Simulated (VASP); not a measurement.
# SiC (F-43m) in VASP: further runs

The runs below take SiC through vibrations by perturbation theory, with LDA.

Program: VASP 6.6.1. These are calculated values, not measurements. Logs are shortened: lines on timing, memory, paths and dates and some standing lists are left out, and cuts for length are marked.

## (1) The cell of the first run

It takes space group F-43m (No. 216, cubic). The conventional cell has a = 4.329 Å, b = 4.329 Å, c = 4.329 Å, α = 90.00°, β = 90.00°, γ = 90.00°. Si (site symmetry -43m) has 4 C at 1.87 Å within 2.5 Å. C (site symmetry -43m) has 4 Si at 1.87 Å within 2.5 Å.

## (2) Vibrations by perturbation theory, LDA

Input file INCAR:

```
  PREC = Accurate
  ENCUT = 600
  EDIFF = 1E-8
  ISMEAR = 0
  SIGMA = 0.01
  LREAL = False
  LASPH = True
  NELM = 120
  ALGO = Normal
  ISIF = 2
  LWAVE = False
  LCHARG = True
  GGA = CA
  NBANDS = 11
  IBRION = 8
  NSW = 1
  LEPSILON = True
  GGA_COMPAT = False
```

Input file KPOINTS:

```
regular mesh
0
Gamma
  12 12 12
```

Input file POSCAR:

```
SiC
1.0
    0.0000000000      2.1644841279      2.1644841279
    2.1644841279      0.0000000000      2.1644841279
    2.1644841279      2.1644841279      0.0000000000
Si C
1 1
Direct
    0.0000000000      0.0000000000      0.0000000000
    0.2500000000      0.2500000000      0.2500000000
```

Potentials or basis: VASP PAW LDA potentials, release 64 (Si, C).

Command:

```sh
cat potpaw_LDA.64/Si/POTCAR potpaw_LDA.64/C/POTCAR > POTCAR
mpirun -np 1 vasp_std > vasp.out
```

OUTCAR:

```text
PREC = Accurate
   ENCUT = 600
   EDIFF = 1E-8
   ISMEAR = 0
   LREAL = False
   LASPH = True
   NELM = 120
   ISIF = 2
   GGA = CA
   IBRION = 8
   NSW = 1
   LEPSILON = True

 ion  position               nearest neighbor table
   1  0.000  0.000  0.000-   2 1.87   2 1.87   2 1.87   2 1.87
   2  0.250  0.250  0.250-   1 1.87   1 1.87   1 1.87   1 1.87

  LATTYP: Found a face centered cubic cell.
 ALAT       =     4.3289682558

  Lattice vectors:

 A1 = (   0.0000000000,   2.1644841279,   2.1644841279)
 A2 = (   2.1644841279,   0.0000000000,   2.1644841279)
 A3 = (   2.1644841279,   2.1644841279,   0.0000000000)

Analysis of symmetry for initial positions (statically):
=====================================================================
 Subroutine PRICEL returns:
 Original cell was already a primitive cell.

 Routine SETGRP: Setting up the symmetry group for a
 face centered cubic supercell.

 Subroutine GETGRP returns: Found 24 space group operations
 (whereof 24 operations were pure point group operations)
 out of a pool of 48 trial point group operations.

The static configuration has the point symmetry T_d .

Analysis of symmetry for dynamics (positions and initial velocities):
=====================================================================
 Subroutine PRICEL returns:
 Original cell was already a primitive cell.

 Routine SETGRP: Setting up the symmetry group for a
 face centered cubic supercell.

 Subroutine GETGRP returns: Found 24 space group operations
 (whereof 24 operations were pure point group operations)
 out of a pool of 48 trial point group operations.

The dynamic configuration has the point symmetry T_d .

 Subroutine INISYM returns: Found 24 space group operations
 (whereof 24 operations are pure point group operations),
 and found     1 'primitive' translations

----------------------------------------------------------------------------------------

                                     Primitive cell

[... 567 lines left out ...]
 ------------------------------------------------------
           6.940241     0.000000     0.000000
          -0.000000     6.940241     0.000000
          -0.000000     0.000000     6.940241
 ------------------------------------------------------

 PIEZOELECTRIC TENSOR (including local field effects)  for field in x, y, z        (e  Angst)
          XX          YY          ZZ          XY          YZ          ZX
  --------------------------------------------------------------------------------
  x    -0.00000    -0.00000    -0.00000     0.00000    -1.24786     0.00000
  y    -0.00000     0.00000    -0.00000    -0.00000     0.00000    -1.24786
  z    -0.00000    -0.00000    -0.00000    -1.24786    -0.00000     0.00000

 PIEZOELECTRIC TENSOR (including local field effects)  for field in x, y, z        (C/m^2)
          XX          YY          ZZ          XY          YZ          ZX
  --------------------------------------------------------------------------------
  x    -0.00000    -0.00000    -0.00000     0.00000    -0.98579     0.00000
  y    -0.00000     0.00000    -0.00000    -0.00000     0.00000    -0.98579
  z    -0.00000    -0.00000    -0.00000    -0.98579    -0.00000     0.00000

 BORN EFFECTIVE CHARGES (including local field effects) (in |e|, cummulative output)
 ---------------------------------------------------------------------------------
 ion    1
    1     2.71439    -0.00000    -0.00000
    2     0.00000     2.71439     0.00000
    3     0.00000     0.00000     2.71439
 ion    2
    1    -2.71439     0.00000     0.00000
    2    -0.00000    -2.71439     0.00000
    3     0.00000    -0.00000    -2.71439

 INTERNAL STRAIN TENSOR FOR ION    2 for displacements in x,y,z  (eV/Angst):
          X           Y           Z          XY          YZ          ZX
  --------------------------------------------------------------------------------
  x    -0.00000    -0.00000    -0.00000     0.00000    -8.69868     0.00000
  y     0.00000    -0.00000     0.00000     0.00000     0.00000    -8.69868
  z    -0.00000    -0.00000    -0.00000    -8.69868     0.00000     0.00000

 SECOND DERIVATIVES (NOT SYMMETRIZED)
 ------------------------------------
               1X          1Y          1Z          2X          2Y          2Z
  1X   -19.689026    0.000000    0.000000   19.689026    0.000000    0.000000
  1Y     0.000000  -19.689026    0.000000    0.000000   19.689026    0.000000
  1Z     0.000000    0.000000  -19.689026    0.000000    0.000000   19.689026
  2X    19.689337    0.000000    0.000000  -19.689337    0.000000    0.000000
  2Y     0.000000   19.689337    0.000000    0.000000  -19.689337    0.000000
  2Z     0.000000    0.000000   19.689337    0.000000    0.000000  -19.689337

 Eigenvectors and eigenvalues of the dynamical matrix
 ----------------------------------------------------

   1 f  =   23.916024 THz   150.268809 2PiTHz  797.752683 cm-1    98.908682 meV
             X         Y         Z           dx          dy          dz
      0.000000  0.000000  0.000000     0.000000    0.547314    0.000000
      1.082242  1.082242  1.082242     0.000000   -0.836927    0.000000
[... 21 lines left out ...]
   6 f/i=    0.000087 THz     0.000544 2PiTHz    0.002886 cm-1     0.000358 meV
             X         Y         Z           dx          dy          dz
      0.000000  0.000000  0.000000     0.000000    0.000000    0.836927
      1.082242  1.082242  1.082242     0.000000    0.000000    0.547314

--------------------------------------------------------------------------------------------------------

 MACROSCOPIC STATIC DIELECTRIC TENSOR IONIC CONTRIBUTION
 ------------------------------------------------------
           3.338793    -0.000000    -0.000000
          -0.000000     3.338793     0.000000
          -0.000000     0.000000     3.338793
 ------------------------------------------------------

 ELASTIC MODULI CONTR FROM IONIC RELAXATION (kBar)
 Direction    XX          YY          ZZ          XY          YZ          ZX
 --------------------------------------------------------------------------------
 XX          -0.0000      0.0000     -0.0000      0.0000     -0.0000      0.0000
 YY           0.0000     -0.0000      0.0000     -0.0000      0.0000     -0.0000
 ZZ          -0.0000      0.0000     -0.0000     -0.0000     -0.0000     -0.0000
 XY           0.0000     -0.0000     -0.0000   -278.6601      0.0000      0.0000
 YZ          -0.0000      0.0000     -0.0000      0.0000   -278.6601      0.0000
 ZX           0.0000     -0.0000     -0.0000      0.0000      0.0000   -278.6601
 --------------------------------------------------------------------------------

 PIEZOELECTRIC TENSOR IONIC CONTR  for field in x, y, z        (C/m^2)
          XX          YY          ZZ          XY          YZ          ZX
  --------------------------------------------------------------------------------
  x     0.00000    -0.00000     0.00000    -0.00000     0.90762    -0.00000
  y    -0.00000     0.00000     0.00000     0.00000     0.00000     0.90762
  z    -0.00000     0.00000     0.00000     0.90762     0.00000     0.00000
```

OSZICAR:

```text
N       E                     dE             d eps       ncg     rms          rms(c)
DAV:   1     0.304461654771E+01    0.30446E+01   -0.43658E+03  1632   0.699E+02
DAV:   2    -0.180533905893E+02   -0.21098E+02   -0.20017E+02  1986   0.114E+02
DAV:   3    -0.187368922181E+02   -0.68350E+00   -0.68232E+00  1944   0.170E+01
DAV:   4    -0.187397954976E+02   -0.29033E-02   -0.29031E-02  1826   0.143E+00
[... 141 lines left out ...]
RMM:   7    -0.124639783807E+00    0.40392E-05    0.19555E-07 10401   0.400E-04    0.889E-05
RMM:   8    -0.124640385941E+00   -0.60213E-06   -0.18452E-09 10445   0.810E-05    0.283E-05
RMM:   9    -0.124640325115E+00    0.60826E-07   -0.14130E-08 10973   0.251E-05    0.322E-06
RMM:  10    -0.124640337220E+00   -0.12105E-07   -0.72386E-09 10460   0.957E-06    0.167E-06
RMM:  11    -0.124640337657E+00   -0.43648E-09   -0.44115E-10  9063   0.804E-06    0.151E-07
 Linear response finished
```

stdout:

```text
POSCAR found type information on POSCAR SiC
 POSCAR found :  2 types and       2 ions
 scaLAPACK will be used
 LDA part: xc-table for (Slater(with rela. corr.)+CA(PZ))
 , standard interpolation
 POSCAR, INCAR and KPOINTS ok, starting setup
 FFT: planning ... GRIDC
 FFT: planning ... GRID_SOFT
 FFT: planning ... GRID
[... 24 lines left out ...]
 Linear response to external field, progress :
  Direction:   3
 dielectric tensor                  component  3 :     0.927     1.507     6.940
 Linear response DOF=           2
 Linear response progress:
 first order change of Fermi-energy  -0.10581E+01
 force on displaced ion       1 direction 1 : -19.689  -0.000  -0.000
 Born effective charge ion    1 direction 1 :   2.714   0.000   0.000
 Linear response progress:
 first order change of Fermi-energy   0.10687E+01
 force on displaced ion       2 direction 1 : -19.689  -0.000  -0.000
 Born effective charge ion    2 direction 1 :  -2.716   0.000   0.000
 Born effective charges drift removed
 Linear response finished
```

Wall time 2.9 min (1 thread of Intel Xeon Platinum 8488C (Sapphire Rapids), shared host); peak memory 0.29 GiB.

Results:

* Electronic dielectric tensor (diagonal): 6.94
* Born charges (mean of the diagonal): Si +2.71; C -2.71 e
* Highest phonon frequency at Γ, LO-TO splitting left out: 798 cm⁻¹

Phonon frequencies in cm⁻¹ (negative: imaginary):
```tsv
q point	frequencies
(0.000, 0.000, 0.000)	0 0 0 798 798 798
```

Electronic dielectric tensor:
```
6.94 0.00 0.00
0.00 6.94 0.00
0.00 0.00 6.94
```

Born effective charge tensors (e):
atom 1, Si
```
2.71 0.00 0.00
0.00 2.71 0.00
0.00 0.00 2.71
```
atom 2, C
```
-2.71  0.00  0.00
 0.00 -2.71  0.00
 0.00  0.00 -2.71
```

## (3) Vibrations by perturbation theory, LDA

Input file INCAR:

```
PREC = Accurate
ENCUT = 600
EDIFF = 1E-8
ISMEAR = 0
SIGMA = 0.01
LREAL = F
LASPH = T
NELM = 120
ALGO = Normal
ISIF = 2
LWAVE = F
LCHARG = T
GGA = CA
NBANDS = 11
IBRION = 8
NSW = 1
GGA_COMPAT = F
```

Input file KPOINTS:

```
Automatic mesh
0
Gamma
  12 12 12
```

POSCAR is that of step 2.

Potentials or basis: VASP PAW LDA potentials, release 64 (Si, C).

Command:

```sh
cat potpaw_LDA.64/Si/POTCAR potpaw_LDA.64/C/POTCAR > POTCAR
mpirun -np 1 vasp_std > vasp.out
```

OUTCAR:

```text
PREC = Accurate
   ENCUT = 600
   EDIFF = 1E-8
   ISMEAR = 0
   LREAL = F
   LASPH = T
   NELM = 120
   ISIF = 2
   GGA = CA
   IBRION = 8
   NSW = 1

 ion  position               nearest neighbor table
   1  0.000  0.000  0.000-   2 1.87   2 1.87   2 1.87   2 1.87
   2  0.250  0.250  0.250-   1 1.87   1 1.87   1 1.87   1 1.87

  LATTYP: Found a face centered cubic cell.
 ALAT       =     4.3289682558

  Lattice vectors:

 A1 = (   0.0000000000,   2.1644841279,   2.1644841279)
 A2 = (   2.1644841279,   0.0000000000,   2.1644841279)
[... 589 lines left out ...]
               1X          1Y          1Z          2X          2Y          2Z
  1X   -19.689027    0.000000    0.000000   19.689027    0.000000    0.000000
  1Y     0.000000  -19.689027    0.000000    0.000000   19.689027    0.000000
  1Z     0.000000    0.000000  -19.689027    0.000000    0.000000   19.689027
  2X    19.689338    0.000000    0.000000  -19.689338    0.000000    0.000000
  2Y     0.000000   19.689338    0.000000    0.000000  -19.689338    0.000000
  2Z     0.000000    0.000000   19.689338    0.000000    0.000000  -19.689338

 Eigenvectors and eigenvalues of the dynamical matrix
 ----------------------------------------------------

   1 f  =   23.916024 THz   150.268810 2PiTHz  797.752689 cm-1    98.908683 meV
             X         Y         Z           dx          dy          dz
      0.000000  0.000000  0.000000     0.547023   -0.017835    0.000000
      1.082242  1.082242  1.082242    -0.836483    0.027273    0.000000
[... 21 lines left out ...]
   6 f/i=    0.000087 THz     0.000544 2PiTHz    0.002886 cm-1     0.000358 meV
             X         Y         Z           dx          dy          dz
      0.000000  0.000000  0.000000    -0.408748    0.730323    0.000000
      1.082242  1.082242  1.082242    -0.267304    0.477600    0.000000

--------------------------------------------------------------------------------------------------------

 ELASTIC MODULI CONTR FROM IONIC RELAXATION (kBar)
 Direction    XX          YY          ZZ          XY          YZ          ZX
 --------------------------------------------------------------------------------
 XX          -0.0000      0.0000     -0.0000      0.0000      0.0000     -0.0000
 YY           0.0000     -0.0000     -0.0000     -0.0000     -0.0000      0.0000
 ZZ          -0.0000     -0.0000     -0.0000      0.0000      0.0000      0.0000
 XY           0.0000     -0.0000      0.0000   -278.6603      0.0000      0.0000
 YZ           0.0000     -0.0000      0.0000      0.0000   -278.6603      0.0000
 ZX          -0.0000      0.0000      0.0000      0.0000      0.0000   -278.6603
 --------------------------------------------------------------------------------
```

stdout:

```text
POSCAR found type information on POSCAR SiC
 POSCAR found :  2 types and       2 ions
 scaLAPACK will be used
 LDA part: xc-table for (Slater(with rela. corr.)+CA(PZ))
 , standard interpolation
 POSCAR, INCAR and KPOINTS ok, starting setup
 FFT: planning ... GRIDC
 FFT: planning ... GRID_SOFT
 FFT: planning ... GRID
 WAVECAR not read
 entering main loop
 Linear response reoptimize wavefunctions to high precision
 Linear response DOF=           2
 Linear response progress:
 first order change of Fermi-energy  -0.10581E+01
 force on displaced ion       1 direction 1 : -19.689  -0.000  -0.000
 Linear response progress:
 first order change of Fermi-energy   0.10687E+01
 force on displaced ion       2 direction 1 : -19.689  -0.000  -0.000
 Linear response finished
```

Wall time 71 s (1 thread of Intel Xeon Platinum 8488C (Sapphire Rapids), shared host); peak memory 0.27 GiB.

Results:

- Highest phonon frequency at Γ, LO-TO splitting left out: 798 cm⁻¹

Phonon frequencies in cm⁻¹ (negative: imaginary):
| q point | frequencies |
| --- | --- |
| (0.000, 0.000, 0.000) | 0 0 0 798 798 798 |
